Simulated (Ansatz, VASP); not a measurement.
**Two plane-wave programs on Rb2BaS2**

```
Rb Ba S
1.0
     4.93751    0.00000    0.00000
    -2.46876    4.27601    0.00000
     0.00000    0.00000    8.62440
Rb Ba S
2 1 2
Direct
  0.66667 0.33333 0.36042
  0.33333 0.66667 0.63958
  0.00000 0.00000 0.00000
  0.66667 0.33333 0.80207
  0.33333 0.66667 0.19793
```

Change from the starting cell: species swapped into the SrAl2Si2 type (P-3m1, No. 164).

Alike in both runs: functional PBE; k mesh 6 × 6 × 4; occupations gaussian, width 0.02 eV; no spin polarisation.

Ansatz relaxed the structure, and its values are those at the end. VASP's run is a single point on that final structure, the one shown.

|  | VASP | Ansatz |
| --- | --- | --- |
| version | VASP 6.6.1 | Ansatz 0.2.0 |
| potentials or method | VASP PAW PBE potentials, release 64 (Rb_sv, Ba_sv, S), cutoff 520 eV | scalar-relativistic, plane waves, PAW |
| valence electrons in the cell | 40 | 40 |

|  | VASP | Ansatz | Ansatz less VASP |
| --- | --- | --- | --- |
| gap on the k mesh at the Fermi level (eV) | 2.28 | 2.30 | +0.016 |
| least direct gap on the mesh (eV) | 2.43 | 2.45 | +0.025 |
| pressure (GPa) | 0.2 | 0.0 | -0.20 |
| rms of the force components (eV/Å) | 0.015 | 0.001 | -0.0134 |

Neither program's run includes spin-orbit coupling.
